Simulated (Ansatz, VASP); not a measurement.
# One calculation of MnS, two programs

The input INCAR:

```
SYSTEM = MnS
ALGO     = Normal         ! electronic algorithm
EDIFF    = 1E-6           ! SCF threshold, eV
ENCUT    = 520            ! plane-wave cutoff, eV
GGA      = PE             ! functional
ISIF     = 2              ! what is computed and relaxed
ISMEAR   = -1             ! smearing method
ISPIN    = 2              ! spin polarisation
LASPH    = .True.         ! aspherical terms in the spheres
LCHARG   = .True.         ! write CHGCAR
LELF     = .True.         ! ELF
LMAXMIX  = 4              ! l up to which the mixer works
LORBIT   = 11             ! projections on sites
LREAL    = .False.        ! projectors in reciprocal space
LVHAR    = .True.       
LWAVE    = .False.        ! write WAVECAR
MAGMOM   = 2.8 0          ! initial moments
NBANDS   = 20             ! bands
NELM     = 150            ! most SCF steps
PREC     = Accurate       ! precision mode
SIGMA    = 0.15           ! smearing width, eV
```

File KPOINTS:

```
k-points
0
Gamma
  5 5 5
  0 0 0
```

File POSCAR:

```
MnS
1.0
    0.0000000000      2.6045000000      2.6045000000
    2.6045000000      0.0000000000      2.6045000000
    2.6045000000      2.6045000000      0.0000000000
Mn S
1 1
Direct
    0.0000000000      0.0000000000      0.0000000000
    0.5000000000      0.5000000000      0.5000000000
```

Input for Ansatz:

```yaml
crystal:
  lattice:
    - [0.0, 2.6045, 2.6045]
    - [2.6045, 0.0, 2.6045]
    - [2.6045, 2.6045, 0.0]
  atoms:
    - { symbol: Mn, position: [0.0, 0.0, 0.0], spin: 2.8 }
    - { symbol: S, position: [0.5, 0.5, 0.5], spin: 0.0 }
basis:
  ecutwfc: 420.0
kpoints:
  mp_grid:
    grid: [5, 5, 5]
hamiltonian:
  xc: pbe
magnetization:
  spin_polarized: true
scf:
  occupations:
    method: fermi_dirac
    width: 0.15
output:
  forces: true
  stress: true
```

Alike in both runs: task single point; functional PBE; k mesh 5 × 5 × 5; occupations fermi-dirac, width 0.15 eV; collinear spin.

```csv
,VASP,Ansatz
version,VASP 6.6.1,Ansatz 0.2.0
potentials or method,"VASP PAW PBE potentials, release 64 (Mn_pv, S), cutoff 520 eV","plane waves, PAW"
valence electrons in the cell,19,21
```

|  | VASP | Ansatz | Ansatz less VASP |
| --- | --- | --- | --- |
| pressure (GPa) | -4.1 | -4.1 | +0.02 |
| net moment per atom (μB) | 2.29 | 2.29 | -0.001 |
| size of the moment on the site where the two differ most (μB) | 4.18 | 4.13 | -0.047 |

Site moments also hang on the region over which each program counts them. VASP's potentials hold 19 valence electrons a cell and Ansatz's 21, so a difference there can come from the potentials and not from the codes.

The k mesh is coarse, so the values compare programs but aren't converged.
